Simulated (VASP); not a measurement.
# KCl (Fm-3m) in VASP: notebook

Runs on KCl. Level: PBE. Tasks: single point.

All numbers are computed with VASP 6.6.1; they aren't measurements. Logs are shortened: lines on timing, memory, paths and dates and some standing lists are left out, and cuts for length are marked.

**1. The cell of the first run**

It takes space group Fm-3m (No. 225, cubic). Conventional cell: a = 6.227 Å, b = 6.227 Å, c = 6.227 Å, α = 90.00°, β = 90.00°, γ = 90.00°. Within 4.1 Å of K (site symmetry m-3m) lie 6 Cl at 3.11 Å. Within 4.1 Å of Cl (site symmetry m-3m) lie 6 K at 3.11 Å.

**2. Single point, PBE (volume scaled by 0.96)**

File INCAR:

```
SYSTEM = KCl
  PREC = Accurate
  ENCUT = 520
  EDIFF = 1E-7
  ISMEAR = -1
  SIGMA = 0.03
  LREAL = .FALSE.
  LASPH = .TRUE.
  NELM = 60
  ALGO = Normal
  ISIF = 2
  LWAVE = .FALSE.
  LCHARG = .TRUE.
  GGA = PE
  LELF = .TRUE.
  LVHAR = .TRUE.
  NBANDS = 15
```

File KPOINTS:

```
Automatic mesh
0
G
  7 7 7
  0 0 0
```

File POSCAR:

```
KCl
1.0
    0.0000000000      3.1134447711      3.1134447711
    3.1134447711      0.0000000000      3.1134447711
    3.1134447711      3.1134447711      0.0000000000
K Cl
1 1
Direct
    0.0000000000      0.0000000000      0.0000000000
    0.5000000000      0.5000000000      0.5000000000
```

Potentials or basis: VASP PAW PBE potentials, release 64 (K_sv, Cl).

Command:

```
$ cat potpaw_PBE.64/K_sv/POTCAR potpaw_PBE.64/Cl/POTCAR > POTCAR
$ mpirun -np 1 vasp_std > vasp.out
```

OUTCAR:

```text
SYSTEM = KCl
   PREC = Accurate
   ENCUT = 520
   EDIFF = 1E-7
   ISMEAR = -1
   LREAL = .FALSE.
   LASPH = .TRUE.
   NELM = 60
   ISIF = 2
   GGA = PE

 ion  position               nearest neighbor table
   1  0.000  0.000  0.000-   2 3.11   2 3.11   2 3.11   2 3.11   2 3.11   2 3.11
   2  0.500  0.500  0.500-   1 3.11   1 3.11   1 3.11   1 3.11   1 3.11   1 3.11

  LATTYP: Found a face centered cubic cell.
 ALAT       =     6.2268895422

  Lattice vectors:

 A1 = (   0.0000000000,   3.1134447711,   3.1134447711)
 A2 = (   3.1134447711,   0.0000000000,   3.1134447711)
 A3 = (   3.1134447711,   3.1134447711,   0.0000000000)

Analysis of symmetry for initial positions (statically):
=====================================================================
 Subroutine PRICEL returns:
 Original cell was already a primitive cell.

 Routine SETGRP: Setting up the symmetry group for a
 face centered cubic supercell.

 Subroutine GETGRP returns: Found 48 space group operations
 (whereof 48 operations were pure point group operations)
 out of a pool of 48 trial point group operations.

The static configuration has the point symmetry O_h .

Analysis of symmetry for dynamics (positions and initial velocities):
=====================================================================
 Subroutine PRICEL returns:
 Original cell was already a primitive cell.

 Routine SETGRP: Setting up the symmetry group for a
 face centered cubic supercell.

 Subroutine GETGRP returns: Found 48 space group operations
 (whereof 48 operations were pure point group operations)
 out of a pool of 48 trial point group operations.

The dynamic configuration has the point symmetry O_h .

 Subroutine INISYM returns: Found 48 space group operations
 (whereof 48 operations are pure point group operations),
 and found     1 'primitive' translations

----------------------------------------------------------------------------------------

                                     Primitive cell

  volume of cell :      60.3606

  direct lattice vectors                    reciprocal lattice vectors
     0.000000000  3.113444771  3.113444771    -0.160593823  0.160593823  0.160593823
     3.113444771  0.000000000  3.113444771     0.160593823 -0.160593823  0.160593823
     3.113444771  3.113444771  0.000000000     0.160593823  0.160593823 -0.160593823

  length of vectors
     4.403075821  4.403075821  4.403075821     0.278156662  0.278156662  0.278156662

  position of ions in fractional coordinates (direct lattice)
[... 84 lines left out ...]
   PSTRESS=    0.0 pullay stress
   NELECT =      16.0000    total number of electrons
   NUPDOWN=      -1.0000    fix difference up-down
   EMIN   =  10.00;   EMAX   =-10.00  energy-range for DOS
   EFERMI =   0.00;   METHOD = LEGACY
   ISMEAR =    -1;   SIGMA  =   0.03  broadening in eV -4-tet -1-fermi 0-gaus
   EFERMI_NEDOS =   21; number of points for ismear=-14 and -15
   IALGO  =     38    algorithm
   IMIX   =      4    mixing-type and parameters
     AMIX     =   0.40;   BMIX     =  1.00
     AMIX_MAG =   1.60;   BMIX_MAG =  1.00
  volume/ion in A,a.u.               =      30.18       203.67
  Fermi-wavevector in a.u.,A,eV,Ry     =   1.051632  1.987296 15.047080  1.105929
  Thomas-Fermi vector in A             =   2.186682
   LORBIT       =      0    0 simple, 1 ext, 2 COOP (PROOUT), +10 PAW based schemes
   GGA     = PE    functional components
   LHFCALC =     F    Hartree Fock is set to
   AEXX    =    0.0000 exact exchange contribution
   IVDW    =     0    specifies the selected vdW correction
   LEPSILON=     F    determine dielectric tensor
   LRPA    =     F    only Hartree local field effects (RPA)
 non-spin polarized calculation
  energy-cutoff  :      520.00
  volume of cell :       60.36
 maximum number of plane-waves:      1641
 NGX is ok and might be reduce to    36
   NGX = 17   NGY = 17   NGZ = 17

 number of electron      16.0000002 magnetization

 Free energy of the ion-electron system (eV)
  ---------------------------------------------------
  ext. energy  EPLUGINS =         0.00000000
  ---------------------------------------------------
  free energy    TOTEN  =        -6.78985892 eV

  energy without entropy =       -6.78985892  energy(sigma->0) =       -6.78985892

 E-fermi :  -0.9820     XC(G=0):  -7.6694

 val. band max:       -1.7127437028   @ k =   0.0000   0.0000   0.0000
 cond. band min:       3.5854941657   @ k =   0.0000   0.0000   0.0000
 fundamental gap:      5.2982378685
 Fermi energy:        -0.9819589641

 k-point     1 :       0.0000    0.0000    0.0000
  band No.  band energies     occupation
      1     -28.8351      2.00000
      2     -13.8672      2.00000
      3     -12.2964      2.00000
      4     -12.2964      2.00000
      5     -12.2964      2.00000
      6      -1.7127      2.00000
      7      -1.7127      2.00000
      8      -1.7127      2.00000
      9       3.5855      0.00000
     10       6.6836      0.00000
     11       6.6836      0.00000
     12       6.6836      0.00000
     13       7.5778      0.00000
     14       7.5778      0.00000
[... 329 lines left out ...]
      2     -13.8794      2.00000
      3     -12.4148      2.00000
      4     -12.3742      2.00000
      5     -12.1987      2.00000
      6      -2.3234      2.00000
      7      -2.2357      2.00000
      8      -2.0954      2.00000
      9       6.0519      0.00000
     10       6.7845      0.00000
     11       7.9714      0.00000
     12       8.3475      0.00000
     13       9.7921      0.00000
     14       9.9098      0.00000
     15      10.8056      0.00000

------------------------ aborting loop because EDIFF is reached ----------------------------------------

  FORCE on cell =-STRESS in cart. coord.  units (eV):
  Direction    XX          YY          ZZ          XY          YZ          ZX
  --------------------------------------------------------------------------------------
  -------------------------------------------------------------------------------------
  Total        0.5510467      0.5510467      0.5510467      0.0000000      0.0000000      0.0000000
  in kB       14.6266699     14.6266699     14.6266699      0.0000000      0.0000000      0.0000000
  external PRESSURE =      14.6266699 kB  Pullay stress =       0.0000000 kB

 VOLUME and BASIS-vectors are now :
 -----------------------------------------------------------------------------
  energy-cutoff  :      520.00
  volume of cell :       60.36
      direct lattice vectors                 reciprocal lattice vectors
     0.000000000  3.113444771  3.113444771    -0.160593823  0.160593823  0.160593823
     3.113444771  0.000000000  3.113444771     0.160593823 -0.160593823  0.160593823
     3.113444771  3.113444771  0.000000000     0.160593823  0.160593823 -0.160593823

 POSITION                                       TOTAL-FORCE (eV/Angst)
 -----------------------------------------------------------------------------------
      0.00000      0.00000      0.00000         0.000000     -0.000000     -0.000000
      3.11344      3.11344      3.11344         0.000000      0.000000      0.000000
 -----------------------------------------------------------------------------------
    total drift:                                0.000000      0.000000      0.000000

  FREE ENERGIE OF THE ION-ELECTRON SYSTEM (eV)
  ---------------------------------------------------
  free  energy   TOTEN  =        -6.7898589151 eV

  energy  without entropy=       -6.7898589151  energy(sigma->0) =       -6.78985892
```

OSZICAR:

```text
N       E                     dE             d eps       ncg     rms          rms(c)
DAV:   1     0.104310161250E+03    0.10431E+03   -0.71983E+03   600   0.962E+02
DAV:   2    -0.768507057195E+00   -0.10508E+03   -0.97632E+02   778   0.243E+02
DAV:   3    -0.686217531593E+01   -0.60937E+01   -0.60618E+01   846   0.516E+01
DAV:   4    -0.707145187576E+01   -0.20928E+00   -0.20925E+00   872   0.908E+00
DAV:   5    -0.707319876397E+01   -0.17469E-02   -0.17468E-02   867   0.895E-01    0.349E+00
DAV:   6    -0.679080713637E+01    0.28239E+00   -0.40668E-01   754   0.328E+00    0.286E+00
DAV:   7    -0.677679170805E+01    0.14015E-01   -0.10124E-01   803   0.183E+00    0.162E+00
DAV:   8    -0.678860051874E+01   -0.11809E-01   -0.15289E-02   721   0.940E-01    0.180E-01
DAV:   9    -0.678928123042E+01   -0.68071E-03   -0.80724E-04   831   0.180E-01    0.952E-02
DAV:  10    -0.678985074070E+01   -0.56951E-03   -0.59827E-04   642   0.152E-01    0.200E-02
DAV:  11    -0.678985593824E+01   -0.51975E-05   -0.22327E-05   836   0.278E-02    0.685E-03
DAV:  12    -0.678985858644E+01   -0.26482E-05   -0.42397E-06   663   0.145E-02    0.454E-03
DAV:  13    -0.678985877245E+01   -0.18601E-06   -0.36790E-07   845   0.320E-03    0.839E-04
DAV:  14    -0.678985889938E+01   -0.12692E-06   -0.63262E-08   489   0.165E-03    0.251E-04
DAV:  15    -0.678985891511E+01   -0.15736E-07   -0.61860E-09   433   0.530E-04
   1 F= -.67898589E+01 E0= -.67898589E+01  d E =-.853858E-12
```

It took 19 s on 1 thread of Intel Xeon Platinum 8488C (Sapphire Rapids), shared host; peak memory 0.19 GiB.

Results:

```
Free energy            : -6.7899 eV
Pressure               : 1.5 GPa
Band gap on the k mesh : 5.30 eV, direct
```

**3. Single point, PBE (volume scaled by 1.04)**

File INCAR:

```
SYSTEM = KCl
  ALGO = Normal
  EDIFF = 1E-6
  ENCUT = 520
  GGA = PE
  ISIF = 2
  ISMEAR = -1
  LASPH = .True.
  LCHARG = .False.
  LREAL = .False.
  LWAVE = .False.
  NBANDS = 15
  NELM = 80
  PREC = Accurate
  SIGMA = 0.03
```

File KPOINTS:

```
k-points
0
Gamma
  7 7 7
  0 0 0
```

File POSCAR:

```
KCl
1.0
    0.0000000000      3.1976323944      3.1976323944
    3.1976323944      0.0000000000      3.1976323944
    3.1976323944      3.1976323944      0.0000000000
K Cl
1 1
Direct
    0.0000000000      0.0000000000      0.0000000000
    0.5000000000      0.5000000000      0.5000000000
```

Potentials or basis: VASP PAW PBE potentials, release 64 (K_sv, Cl).

Command:

```
$ cat potpaw_PBE.64/K_sv/POTCAR potpaw_PBE.64/Cl/POTCAR > POTCAR
$ mpirun -np 1 vasp_std > vasp.out
```

It took 16 s on 1 thread of Intel Xeon Platinum 8488C (Sapphire Rapids), shared host; peak memory 0.2 GiB.

Results (log left out):

```yaml
Free_energy: -6.8110 eV
Pressure: -0.1 GPa
Band_gap_on_the_k_mesh: 5.02 eV, direct
```

Levels at points of the mesh, in eV from the valence-band top:
| k point | band 6 | band 7 | band 8 | band 9 | band 10 | band 11 |
| --- | --- | --- | --- | --- | --- | --- |
| (0.00, 0.00, 0.00) | 0.00 | 0.00 | 0.00 | 5.02 | 8.35 | 8.35 |
